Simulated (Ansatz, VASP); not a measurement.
**One calculation of Al2GaP3, two programs**

```
Al Ga P
1.0
     3.86831    0.00000    0.00000
    -1.93415    3.35005    0.00000
     0.00000    0.00000    9.47384
Al Ga P
2 1 3
Cartesian
  0.0000 0.0000 0.0018
  1.9342 1.1167 6.3107
  0.0000 2.2334 3.1596
  1.9342 1.1167 8.6852
  0.0000 2.2334 5.5256
  0.0000 0.0000 2.3702
```

Alike in both runs: task single point; functional r2SCAN; k mesh 12 × 12 × 4; no spin polarisation.

```csv
,VASP,Ansatz
version,VASP 6.6.1,Ansatz 0.2.0
potentials or method,"VASP PAW PBE potentials, release 64 (Al, Ga_d, P)","plane waves, PAW"
plane-wave cutoff (eV),520,500
occupations,"gaussian, width 0.01 eV",fixed
valence electrons in the cell,34,34
```

VASP gave:

| Item | Value |
| --- | --- |
| gap on the k mesh at the Fermi level (eV) | 1.88 |
| pressure (GPa) | -0.2 |
| rms of the force components (eV/Å) | 0.008 |

Task: Which values does Ansatz return?

Result: gap on the k mesh at the Fermi level (eV): 1.88; pressure (GPa): 0.0; rms of the force components (eV/Å): 0.001.

VASP's potentials were made for PBE, not for r2SCAN. Atom by atom the forces differ by 0.008 eV/Å (rms over components).
